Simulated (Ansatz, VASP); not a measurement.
Tl: VASP beside Ansatz

INCAR

```
SYSTEM = Tl
ALGO = Normal
EDIFF = 1E-7
ENCUT = 520
GGA = PE
ISIF = 2
ISMEAR = 0
LASPH = .TRUE.
LCHARG = .FALSE.
LREAL = .FALSE.
LWAVE = .FALSE.
NBANDS = 20
NELM = 60
PREC = Accurate
SIGMA = 0.03
```

The input KPOINTS:

```
k-points
0
G
  10 10 6
  0 0 0
```

POSCAR

```
Tl
1.0
    3.5902820628      0.0000000000      0.0000000000
   -1.7951410314      3.1092754731      0.0000000000
    0.0000000000      0.0000000000      5.6419406004
Tl
2
Direct
    0.3333333333      0.6666666667      0.2500000000
    0.6666666667      0.3333333333      0.7500000000
```

Input for Ansatz:

```yaml
crystal:
  lattice:
    - [3.5902820628, 0.0, 0.0]
    - [-1.7951410314, 3.1092754731, 0.0]
    - [0.0, 0.0, 5.6419406004]
  atoms:
    - { symbol: Tl, position: [0.3333333333, 0.6666666667, 0.25] }
    - { symbol: Tl, position: [0.6666666667, 0.3333333333, 0.75] }
hamiltonian:
  xc: pbe
  pseudopotentials:
    kind: paw
    azcp:
      Tl: "pseudopotentials/Tl.paw.azcp"
basis:
  ecutwfc: 420
  fft_grid_basis: typed
kpoints:
  mp_grid: { grid: [10, 10, 6], shift: [0, 0, 0] }
magnetization:
  spin_polarized: false
scf:
  occupations: { method: gaussian, width: 0.03 }
  lower_state_search: "off"
output:
  stress: true
```

Alike in both runs: task single point; functional PBE; k mesh 10 × 10 × 6; occupations gaussian, width 0.03 eV; no spin polarisation.

|  | VASP | Ansatz |
| --- | --- | --- |
| version | VASP 6.6.1 | Ansatz 0.2.0 |
| potentials or method | VASP PAW PBE potentials, release 64 (Tl_d), cutoff 520 eV | plane waves (420 eV) with PAW, scalar-relativistic |
| valence electrons in the cell | 26 | 26 |

```tsv
	VASP	Ansatz	Ansatz less VASP
pressure (GPa)	-0.1	0.0	+0.05
traceless stress, the component that is largest in VASP (GPa)	0.31	0.34	+0.022
```

The functional is the same, so the differences come from potentials, cutoffs and numerics.

Spin-orbit coupling is off throughout.
